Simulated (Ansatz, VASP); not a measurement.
# One calculation of BN, two programs

File INCAR:

```
PREC     = Accurate       # precision mode
ENCUT    = 600            # plane-wave cutoff, eV
EDIFF    = 1E-6           # SCF threshold, eV
ISMEAR   = 0              # smearing method
SIGMA    = 0.05           # smearing width, eV
LREAL    = F              # projectors in reciprocal space
LASPH    = T              # aspherical terms in the spheres
NELM     = 120            # most SCF steps
ALGO     = Normal         # electronic algorithm
ISIF     = 2              # what is computed and relaxed
LWAVE    = F              # write WAVECAR
LCHARG   = F              # write CHGCAR
GGA      = PE             # functional
NBANDS   = 11             # bands
GGA_COMPAT= F
```

File KPOINTS:

```
Automatic mesh
0
Gamma
  12 12 12
```

Contents of POSCAR:

```
BN
1.0
    0.0000000000      1.7398545729      1.6673606323
    1.7398545729      0.0000000000      1.6673606323
    1.7398545729      1.7398545729      0.0000000000
B N
1 1
Direct
    0.0000000000      0.0000000000      0.0000000000
    0.7500000000      0.7500000000      0.7500000000
```

Input for Ansatz:

```yaml
crystal:
  lattice:
    - [0.0, 1.7398545729, 1.6673606323]
    - [1.7398545729, 0.0, 1.6673606323]
    - [1.7398545729, 1.7398545729, 0.0]
  atoms:
    - { symbol: B, position: [0.0, 0.0, 0.0] }
    - { symbol: "N", position: [0.75, 0.75, 0.75] }
basis:
  ecutwfc: 420
kpoints:
  mp_grid: { grid: [12, 12, 12] }
hamiltonian:
  xc: pbe
scf:
  occupations: { method: gaussian, width: 0.05 }
output:
  forces: true
  stress: true
  eigenvalues: true
```

Change from the starting cell: strain -0.040 along x and y, -0.080 along z, atoms carried along.

Alike in both runs: task single point; functional PBE; k mesh 12 × 12 × 12; occupations gaussian, width 0.05 eV; no spin polarisation.

|  | VASP | Ansatz |
| --- | --- | --- |
| version | VASP 6.6.1 | Ansatz 0.2.0 |
| potentials or method | VASP PAW PBE potentials, release 64 (B, N), cutoff 600 eV | scalar-relativistic, plane waves, PAW |
| valence electrons in the cell | 8 | 8 |

Ansatz gave:

| Item | Value |
| --- | --- |
| gap on the k mesh at the Fermi level (eV) | 3.78 |
| least direct gap on the mesh (eV) | 9.11 |
| pressure (GPa) | 82.7 |
| traceless stress, the component that is largest in VASP (GPa) | 18.68 |

Question: Estimate VASP's values.

Answer: gap on the k mesh at the Fermi level (eV): 3.76; least direct gap on the mesh (eV): 9.09; pressure (GPa): 83.2; traceless stress, the component that is largest in VASP (GPa): 18.68.

Both programs put the cell under a high pressure, so it lies far from rest at this level.

Noted on VASP's run: the cell as given lies far from equilibrium.
